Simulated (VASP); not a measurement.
Wanted: the native input for a VASP 6.6.1 run.

* Task: single point
* Functional: PBEsol
* Potentials or basis: VASP PAW PBE potentials, release 64 (Ru_pv)
* Cutoff: 520 eV
* k mesh: 16 × 16 × 16
* Occupations: fermi-dirac, width 0.1 eV
* Spin: no spin polarisation
* Dipole correction: no
* Further INCAR settings: ALGO = Normal; EDIFF = 1e-07; NBANDS = 13

The structure of Ru lies in POSCAR:

```
Ru
1.0
   -1.4683698014      1.4683698014      1.4683698014
    1.4683698014     -1.4683698014      1.4683698014
    1.4683698014      1.4683698014     -1.4683698014
Ru
1
Direct
    0.0000000000      0.0000000000      0.0000000000
```

This cell differs from its parent crystal: volume scaled by 0.92.

One way to write it, as run:

INCAR

```
SYSTEM = Ru
PREC = Accurate ; ENCUT = 520
EDIFF = 1E-7 ; ISMEAR = -1
SIGMA = 0.1 ; LREAL = .FALSE.
LASPH = .TRUE. ; NELM = 80
ALGO = Normal ; ISIF = 2
LWAVE = .FALSE. ; LCHARG = .FALSE.
GGA = PS ; NBANDS = 13
```

KPOINTS

```
regular mesh
0
G
  16 16 16
  0 0 0
```

Potentials or basis: VASP PAW PBE potentials, release 64 (Ru_pv).

The run is started by

```console
$ cat potpaw_PBE.64/Ru_pv/POTCAR > POTCAR
$ mpirun -np 1 vasp_std > vasp.out
```

Results of the run:

* Pressure: 31.8 GPa
* Band gap on the k mesh: zero (band 7 reaches 16.34 eV, above the bottom of band 8 at 12.23 eV)

Caveat: the PAW data sets were made with another functional, which shifts forces and pressure a little.

Run time: 17 s on 1 thread of Intel Xeon 6975P-C, on a shared host, peak memory 0.14 GiB.
